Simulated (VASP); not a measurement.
Ti:

```
CELL_PARAMETERS angstrom
2.92738 0.00000 0.00000
-1.46369 2.53519 0.00000
0.00000 0.00000 4.75260
ATOMIC_POSITIONS crystal
Ti 0.33333 0.66667 0.25000
Ti 0.66667 0.33333 0.75000
```

- Program: VASP 6.6.1
- Task: relaxation of cell and atoms
- Functional: PBEsol
- Potentials or basis: VASP PAW PBE potentials, release 64 (Ti_sv)
- Cutoff: 600 eV
- k mesh: 18 × 18 × 10
- Occupations: gaussian, width 0.1 eV
- Spin: no spin polarisation

At the start: pressure -6.1 GPa; volume 17.64 Å³/atom.

Q: Where does the relaxation end?

A: Over 9 steps the energy falls by 21.4 meV/atom and the volume is 16.69 Å³/atom (-5.4 %); space group P6_3/mmc (No. 194, to 0.1 Å) before and after.

The path:
```
step  energy change (eV)  largest force (eV/Å)  pressure (GPa)  volume (Å³)
   1              0.0000                0.0000           -6.12        35.27
   2             -0.0182                0.0000            5.50        31.94
   3             -0.0405                0.0000            0.45        33.32
   4             -0.0405                0.0000            0.00        33.38
   5             -0.0424                0.0000           -0.19        33.41
   6             -0.0428                0.0000           -0.26        33.44
   7             -0.0428                0.0000           -0.26        33.43
   8             -0.0428                0.0000            0.19        33.29
   9             -0.0429                0.0000            0.00        33.37
```

Final structure:
```cif
data_structure
_symmetry_space_group_name_H-M 'P 1'
_symmetry_Int_Tables_number 1
_cell_length_a 2.8987
_cell_length_b 2.8987
_cell_length_c 4.5863
_cell_angle_alpha 90.000
_cell_angle_beta 90.000
_cell_angle_gamma 120.000
_cell_volume 33.37
loop_
_atom_site_label
_atom_site_type_symbol
_atom_site_fract_x
_atom_site_fract_y
_atom_site_fract_z
_atom_site_occupancy
Ti1 Ti 0.33333 0.66667 0.25000 1
Ti2 Ti 0.66667 0.33333 0.75000 1
```

Caveat: the PAW data sets were made with another functional, which shifts forces and pressure a little.
